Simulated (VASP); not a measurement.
# Cu2O (Pn-3m) in VASP: notebook, part 2 of 2

VASP 6.6.1. Earlier steps stand in the parts before.

### 3 Electric field gradients, r2SCAN

This run uses another cell than the first one, of 12.88 Å³/atom.

The input, POSCAR:

```
Cu2O
1.0
    4.2600000000      0.0000000000      0.0000000000
    0.0000000000      4.2600000000      0.0000000000
    0.0000000000      0.0000000000      4.2600000000
Cu O
4 2
Direct
    0.2500000000      0.2500000000      0.2500000000
    0.2500000000      0.7500000000      0.7500000000
    0.7500000000      0.7500000000      0.2500000000
    0.7500000000      0.2500000000      0.7500000000
    0.0000000000      0.0000000000      0.0000000000
    0.5000000000      0.5000000000      0.5000000000
```

The input, INCAR.step1:

```
SYSTEM = Cu2O
PREC = Accurate ; ENCUT = 580
ISMEAR = 0 ; SIGMA = 0.05
LREAL = .False. ; LASPH = .True.
NELM = 120 ; NBANDS = 37
GGA = PE ; ALGO = Normal
EDIFF = 1E-5 ; LWAVE = .True.
LCHARG = .False. ; GGA_COMPAT = .False.
```

The input, INCAR.step2:

```
SYSTEM = Cu2O
PREC = Accurate ; ENCUT = 580
EDIFF = 1E-8 ; ISMEAR = 0
SIGMA = 0.05 ; LREAL = .False.
LASPH = .True. ; NELM = 120
ALGO = Normal ; ISIF = 2
LWAVE = .False. ; LCHARG = .False.
METAGGA = R2SCAN ; LMIXTAU = .True.
LEFG = .True. ; NBANDS = 37
ISTART = 1 ; GGA_COMPAT = .False.
```

The input, KPOINTS:

```
Automatic mesh
0
Gamma
  8 8 8
  0 0 0
```

Potentials or basis: VASP PAW PBE potentials, release 64 (Cu, O).

Run with:

```
$ cat potpaw_PBE.64/Cu/POTCAR potpaw_PBE.64/O/POTCAR > POTCAR
$ cp INCAR.step1 INCAR
$ mpirun -np 1 vasp_std > vasp.out
$ cp INCAR.step2 INCAR
$ mpirun -np 1 vasp_std > vasp.out
```

OUTCAR:

```text
SYSTEM = Cu2O
   PREC = Accurate
   ENCUT = 580
   EDIFF = 1E-8
   ISMEAR = 0
   LREAL = .False.
   LASPH = .True.
   NELM = 120
   ISIF = 2
   METAGGA = R2SCAN
   ISTART = 1

 ion  position               nearest neighbor table
   1  0.250  0.250  0.250-   5 1.84   6 1.84
   2  0.250  0.750  0.750-   5 1.84   6 1.84
   3  0.750  0.750  0.250-   5 1.84   6 1.84
   4  0.750  0.250  0.750-   5 1.84   6 1.84
   5  0.000  0.000  0.000-   1 1.84   2 1.84   3 1.84   4 1.84
   6  0.500  0.500  0.500-   1 1.84   2 1.84   3 1.84   4 1.84

  LATTYP: Found a simple cubic cell.
 ALAT       =     4.2600000000

  Lattice vectors:

 A1 = (   4.2600000000,   0.0000000000,   0.0000000000)
 A2 = (   0.0000000000,   4.2600000000,   0.0000000000)
 A3 = (   0.0000000000,   0.0000000000,   4.2600000000)

Analysis of symmetry for initial positions (statically):
=====================================================================
 Subroutine PRICEL returns:
 Original cell was already a primitive cell.

 Routine SETGRP: Setting up the symmetry group for a
 simple cubic supercell.

 Subroutine GETGRP returns: Found 48 space group operations
 (whereof 24 operations were pure point group operations)
 out of a pool of 48 trial point group operations.

The static configuration has the point symmetry T_d .
[... 1144 lines left out ...]
  Direction    XX          YY          ZZ          XY          YZ          ZX
  --------------------------------------------------------------------------------------
  -------------------------------------------------------------------------------------
  Total       -0.1533801     -0.1533801     -0.1533801      0.0000000      0.0000000      0.0000000
  in kB       -3.1787100     -3.1787100     -3.1787100      0.0000000      0.0000000      0.0000000
  external PRESSURE =      -3.1787100 kB  Pullay stress =       0.0000000 kB

 VOLUME and BASIS-vectors are now :
 -----------------------------------------------------------------------------
  energy-cutoff  :      580.00
  volume of cell :       77.31
      direct lattice vectors                 reciprocal lattice vectors
     4.260000000  0.000000000  0.000000000     0.234741784  0.000000000  0.000000000
     0.000000000  4.260000000  0.000000000     0.000000000  0.234741784  0.000000000
     0.000000000  0.000000000  4.260000000     0.000000000  0.000000000  0.234741784

 POSITION                                       TOTAL-FORCE (eV/Angst)
 -----------------------------------------------------------------------------------
      1.06500      1.06500      1.06500        -0.000000      0.000000     -0.000000
      1.06500      3.19500      3.19500         0.000000      0.000000      0.000000
      3.19500      3.19500      1.06500         0.000000     -0.000000     -0.000000
      3.19500      1.06500      3.19500        -0.000000     -0.000000      0.000000
      0.00000      0.00000      0.00000        -0.000000      0.000000      0.000000
      2.13000      2.13000      2.13000        -0.000000      0.000000     -0.000000
 -----------------------------------------------------------------------------------
    total drift:                                0.000000      0.000000      0.000000

  FREE ENERGIE OF THE ION-ELECTRON SYSTEM (eV)
  ---------------------------------------------------
  free  energy   TOTEN  =       -58.2147352209 eV

  energy  without entropy=      -58.2147352209  energy(sigma->0) =      -58.21473522

 Electric field gradients (V/A^2)
---------------------------------------------------------------------
 ion       V_xx      V_yy      V_zz      V_xy      V_xz      V_yz
---------------------------------------------------------------------
   1       0.000     0.000    -0.000   -33.071   -33.071   -33.071
   2       0.000     0.000    -0.000    33.071    33.071   -33.071
   3       0.000     0.000    -0.000   -33.071    33.071    33.071
   4      -0.000    -0.000    -0.000    33.071   -33.071    33.071
   5      -0.000    -0.000     0.000    -0.000     0.000    -0.000
   6      -0.000    -0.000     0.000     0.000     0.000     0.000
---------------------------------------------------------------------

 Electric field gradients after diagonalization (V/A^2)
 (convention: |V_zz| > |V_xx| > |V_yy|)
----------------------------------------------------------------------
 ion       V_xx      V_yy      V_zz     asymmetry (V_yy - V_xx)/ V_zz
----------------------------------------------------------------------
   1      33.071    33.071   -66.143       0.000
   2      33.071    33.071   -66.143       0.000
   3      33.071    33.071   -66.143       0.000
   4      33.071    33.071   -66.143       0.000
   5      -0.000    -0.000     0.000       0.071
   6      -0.000    -0.000     0.000       0.093
----------------------------------------------------------------------

           NMR quadrupolar parameters

 Cq : quadrupolar parameter    Cq=e*Q*V_zz/h
 eta: asymmetry parameters     (V_yy - V_xx)/ V_zz
 Q  : nuclear electric quadrupole moment in mb (millibarn)
----------------------------------------------------------------------
 ion       Cq(MHz)       eta       Q (mb)
----------------------------------------------------------------------
   1      -0.160       0.000       1.000
   2      -0.160       0.000       1.000
   3      -0.160       0.000       1.000
   4      -0.160       0.000       1.000
   5       0.000       0.071       1.000
   6       0.000       0.093       1.000
----------------------------------------------------------------------
```

Run time: 16 min. Hardware: 1 thread of Oxide Virtual Turin-like, shared host; peak memory 0.23 GiB.

What came out:

```
Free energy                             : -58.2147 eV
Pressure                                : -0.3 GPa
Band gap on the k mesh                  : 0.77 eV
Largest electric field gradient by atom : Cu -66.1; O -0.0 V/Å²
```

Electric field gradients, principal values (V/Å²):
```
atom   least  middle  greatest (by size)
1 Cu  33.071  33.071             -66.143
2 Cu  33.071  33.071             -66.143
3 Cu  33.071  33.071             -66.143
4 Cu  33.071  33.071             -66.143
 5 O   0.000   0.000               0.000
 6 O   0.000   0.000               0.000
```

Caveat: semilocal functionals underestimate gaps, and a narrow one can read as zero; without QUAD_EFG the Cq values of the log hold for a quadrupole moment of 1 mb, not for the nuclei; the PAW data sets were made with another functional, which shifts forces and pressure a little. A k mesh can miss the band edges.

### 4 Against experiment

Step 2. Measured gap of Cu2O: 2.17 eV (direct; quoted in “Importance of surface oxygen vacancies for ultrafast hot carrier relaxation and transport in Cu2O”, 2021, arxiv:2103.03167). This calculation gives 0.79 eV (-1.38 eV). So large a miss can be the level of theory's own, or it may mean another phase, state or a wrong row. The value is that of r2SCAN on a finite k mesh, which can miss the band edges, without temperature or zero-point motion.
